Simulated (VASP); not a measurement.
# Cs2AgBiBr6 (Fm-3m) in VASP: a series of runs, part 2 of 2

VASP 6.6.1. Earlier steps stand in the parts before.

### 3 Relaxation of cell and atoms, PBEsol

This run uses another cell than the first one, of 35.64 Å³/atom.

File INCAR:

```
  PREC = Accurate
  ENCUT = 600
  EDIFF = 1E-6
  ISMEAR = 0
  SIGMA = 0.01
  LREAL = Auto
  LASPH = True
  NELM = 80
  ALGO = Normal
  ISIF = 3
  LWAVE = False
  LCHARG = False
  GGA = PS
  IBRION = 2
  NSW = 80
  EDIFFG = -0.005
  LUSENCCL = False
```

File KPOINTS:

```
regular mesh
0
Gamma
  2 2 2
```

File POSCAR:

```
Cs2AgBiBr6
1.0
   11.2550000000      0.0000000000      0.0000000000
    0.0000000000     11.2550000000      0.0000000000
    0.0000000000      0.0000000000     11.2550000000
Cs Ag Bi Br
8 4 4 24
Direct
    0.2500000000      0.2500000000      0.2500000000
    0.2500000000      0.7500000000      0.7500000000
    0.7500000000      0.2500000000      0.7500000000
    0.7500000000      0.7500000000      0.2500000000
    0.7500000000      0.7500000000      0.7500000000
    0.7500000000      0.2500000000      0.2500000000
    0.2500000000      0.7500000000      0.2500000000
    0.2500000000      0.2500000000      0.7500000000
    0.0000000000      0.0000000000      0.0000000000
    0.0000000000      0.5000000000      0.5000000000
    0.5000000000      0.0000000000      0.5000000000
    0.5000000000      0.5000000000      0.0000000000
    0.5000000000      0.5000000000      0.5000000000
    0.5000000000      0.0000000000      0.0000000000
    0.0000000000      0.5000000000      0.0000000000
    0.0000000000      0.0000000000      0.5000000000
    0.2500000000      0.0000000000      0.0000000000
    0.2500000000      0.5000000000      0.5000000000
    0.7500000000      0.0000000000      0.5000000000
    0.7500000000      0.5000000000      0.0000000000
    0.7500000000      0.0000000000      0.0000000000
    0.7500000000      0.5000000000      0.5000000000
    0.2500000000      0.0000000000      0.5000000000
    0.2500000000      0.5000000000      0.0000000000
    0.0000000000      0.2500000000      0.0000000000
    0.0000000000      0.7500000000      0.5000000000
    0.5000000000      0.2500000000      0.5000000000
    0.5000000000      0.7500000000      0.0000000000
    0.0000000000      0.7500000000      0.0000000000
    0.0000000000      0.2500000000      0.5000000000
    0.5000000000      0.7500000000      0.5000000000
    0.5000000000      0.2500000000      0.0000000000
    0.0000000000      0.0000000000      0.2500000000
    0.0000000000      0.5000000000      0.7500000000
    0.5000000000      0.0000000000      0.7500000000
    0.5000000000      0.5000000000      0.2500000000
    0.0000000000      0.0000000000      0.7500000000
    0.0000000000      0.5000000000      0.2500000000
    0.5000000000      0.0000000000      0.2500000000
    0.5000000000      0.5000000000      0.7500000000
```

Potentials or basis: VASP PAW PBE potentials, release 64 (Cs_sv, Ag, Bi_d, Br).

Command:

```console
cat potpaw_PBE.64/Cs_sv/POTCAR potpaw_PBE.64/Ag/POTCAR potpaw_PBE.64/Bi_d/POTCAR potpaw_PBE.64/Br/POTCAR > POTCAR
mpirun -np 1 vasp_std > vasp.out
```

Run time: 18 min. Hardware: 1 × NVIDIA H100 80GB with 1 thread of AMD EPYC 7R13 (Zen 3), shared host; peak memory 2.5 GiB.

The run converged. Its results:

- Free energy: -127.3697 eV
- Relaxed volume: 35.01 Å³/atom
- Relaxed cell: a = 11.188 Å, b = 11.188 Å, c = 11.188 Å, α = 90.00°, β = 90.00°, γ = 90.00°
- Space group after relaxing (to 0.1 Å): Fm-3m (No. 225)
- Energy gained by relaxing: 4.6 meV/atom
- Ionic steps: 10
- Pressure after relaxing: 0.0 GPa
- Band gap on the k mesh: 1.10 eV

Step by step:
| step | energy change (eV) | largest force (eV/Å) | pressure (GPa) | volume (Å³) |
| --- | --- | --- | --- | --- |
| 1 | 0.0000 | 0.3348 | -0.11 | 1425.73 |
| 2 | -0.1072 | 0.1982 | -0.16 | 1420.71 |
| 3 | -0.1749 | 0.0312 | -0.24 | 1412.05 |
| 4 | -0.1751 | 0.0184 | -0.24 | 1412.52 |
| 5 | -0.1830 | 0.0038 | 0.06 | 1397.57 |
| 6 | -0.1836 | 0.0080 | -0.01 | 1400.72 |
| 7 | -0.1836 | 0.0075 | -0.01 | 1400.48 |
| 8 | -0.1834 | 0.0065 | 0.03 | 1399.02 |
| 9 | -0.1836 | 0.0075 | 0.01 | 1400.24 |
| 10 | -0.1836 | 0.0031 | 0.01 | 1400.31 |

Final structure:
```yaml
crystal:
  lattice:
    - [11.18771, 0.00000, 0.00000]
    - [0.00000, 11.18771, 0.00000]
    - [0.00000, 0.00000, 11.18771]
  atoms:
    - { symbol: Cs, position: [0.25000, 0.25000, 0.25000] }
    - { symbol: Cs, position: [0.25000, 0.75000, 0.75000] }
    - { symbol: Cs, position: [0.75000, 0.25000, 0.75000] }
    - { symbol: Cs, position: [0.75000, 0.75000, 0.25000] }
    - { symbol: Cs, position: [0.75000, 0.75000, 0.75000] }
    - { symbol: Cs, position: [0.75000, 0.25000, 0.25000] }
    - { symbol: Cs, position: [0.25000, 0.75000, 0.25000] }
    - { symbol: Cs, position: [0.25000, 0.25000, 0.75000] }
    - { symbol: Ag, position: [0.00000, 0.00000, 0.00000] }
    - { symbol: Ag, position: [0.00000, 0.50000, 0.50000] }
    - { symbol: Ag, position: [0.50000, 0.00000, 0.50000] }
    - { symbol: Ag, position: [0.50000, 0.50000, 0.00000] }
    - { symbol: Bi, position: [0.50000, 0.50000, 0.50000] }
    - { symbol: Bi, position: [0.50000, 0.00000, 0.00000] }
    - { symbol: Bi, position: [0.00000, 0.50000, 0.00000] }
    - { symbol: Bi, position: [0.00000, 0.00000, 0.50000] }
    - { symbol: Br, position: [0.24615, 0.00000, 0.00000] }
    - { symbol: Br, position: [0.24615, 0.50000, 0.50000] }
    - { symbol: Br, position: [0.74615, 0.00000, 0.50000] }
    - { symbol: Br, position: [0.74615, 0.50000, 0.00000] }
    - { symbol: Br, position: [0.75385, 0.00000, 0.00000] }
    - { symbol: Br, position: [0.75385, 0.50000, 0.50000] }
    - { symbol: Br, position: [0.25385, 0.00000, 0.50000] }
    - { symbol: Br, position: [0.25385, 0.50000, 0.00000] }
    - { symbol: Br, position: [0.00000, 0.24615, 0.00000] }
    - { symbol: Br, position: [0.00000, 0.74615, 0.50000] }
    - { symbol: Br, position: [0.50000, 0.24615, 0.50000] }
    - { symbol: Br, position: [0.50000, 0.74615, 0.00000] }
    - { symbol: Br, position: [0.00000, 0.75385, 0.00000] }
    - { symbol: Br, position: [0.00000, 0.25385, 0.50000] }
    - { symbol: Br, position: [0.50000, 0.75385, 0.50000] }
    - { symbol: Br, position: [0.50000, 0.25385, 0.00000] }
    - { symbol: Br, position: [0.00000, 0.00000, 0.24615] }
    - { symbol: Br, position: [0.00000, 0.50000, 0.74615] }
    - { symbol: Br, position: [0.50000, 0.00000, 0.74615] }
    - { symbol: Br, position: [0.50000, 0.50000, 0.24615] }
    - { symbol: Br, position: [0.00000, 0.00000, 0.75385] }
    - { symbol: Br, position: [0.00000, 0.50000, 0.25385] }
    - { symbol: Br, position: [0.50000, 0.00000, 0.25385] }
    - { symbol: Br, position: [0.50000, 0.50000, 0.75385] }
```

Levels at points of the mesh, in eV from the valence-band top:
```csv
k point,band 168,band 169,band 170,band 171,band 172,band 173,band 174,band 175,band 176,band 177
"(0.00, 0.00, 0.00)",-0.63,-0.63,0.00,0.00,0.00,2.06,2.06,2.06,2.58,2.58
"(0.50, 0.00, 0.00)",-1.07,-0.64,-0.64,-0.10,-0.10,2.35,2.35,2.35,2.35,2.53
"(0.50, 0.50, 0.00)",-1.29,-0.82,-0.82,-0.82,-0.82,1.87,1.87,1.87,1.87,2.59
"(0.50, 0.50, 0.50)",-1.26,-1.26,-1.26,-1.26,-1.26,1.10,1.10,1.10,1.10,3.53
```

Caveat: the PAW data sets were made with another functional, which shifts forces and pressure a little; spin-orbit coupling is left out, which moves the levels of the heavy elements. A k mesh can miss the band edges.
